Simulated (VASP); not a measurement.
## ZnIr: density of states with LDA

Crystal: ZnIr.

```
Zn Ir
1.0
     2.77718    0.00000    0.00000
    -1.38859    2.40511    0.00000
     0.00000    0.00000    4.16386
Zn Ir
1 1
Direct
  0.66667 0.33333 0.50000
  0.00000 0.00000 0.00000
```

```
Program                 : VASP 6.6.1
Task                    : density of states
Functional              : LDA
Potentials or basis     : VASP PAW LDA potentials, release 64 (Zn, Ir)
Cutoff                  : 520 eV
k mesh                  : 14 × 14 × 8
Occupations             : fermi-dirac, width 0.03 eV
Spin                    : collinear spin, ferromagnetic start
Starting moments        : [0.0, 0.8] μB
Dipole correction       : no
k mesh for the DOS      : 21 × 21 × 12
Occupations for the DOS : tetrahedron
Further INCAR settings  : ALGO = Normal; EDIFF = 1e-06
```

| Property | Result |
| --- | --- |
| Net moment | 0.00 μB per cell |
| Valence electrons inside the program's atomic spheres | Zn 10.92; Ir 8.34 |

Levels at points of the mesh, in eV from the Fermi level:
Spin up:
```
           k point  band 6  band 7  band 8  band 9  band 10  band 11  band 12  band 13  band 14
(0.00, 0.00, 0.00)   -6.81   -4.94   -2.66   -2.66    -0.62    -0.03    -0.03     5.56    15.02
(0.00, 0.00, 0.50)   -6.84   -6.77   -3.23   -2.49    -2.49    -0.12    -0.12    11.88    14.90
```
Spin down:
```csv
k point,band 8,band 9,band 10,band 11,band 12,band 13
"(0.00, 0.00, 0.00)",-2.66,-2.66,-0.62,-0.03,-0.03,5.56
"(0.00, 0.00, 0.50)",-3.23,-2.49,-2.49,-0.12,-0.12,11.88
```

Run time: 4.9 min on 1 thread of Oxide Virtual Turin-like Processor, with other jobs on the host, peak memory 0.31 GiB.

Caveat: spin-orbit coupling is left out, which moves the levels of the heavy elements.
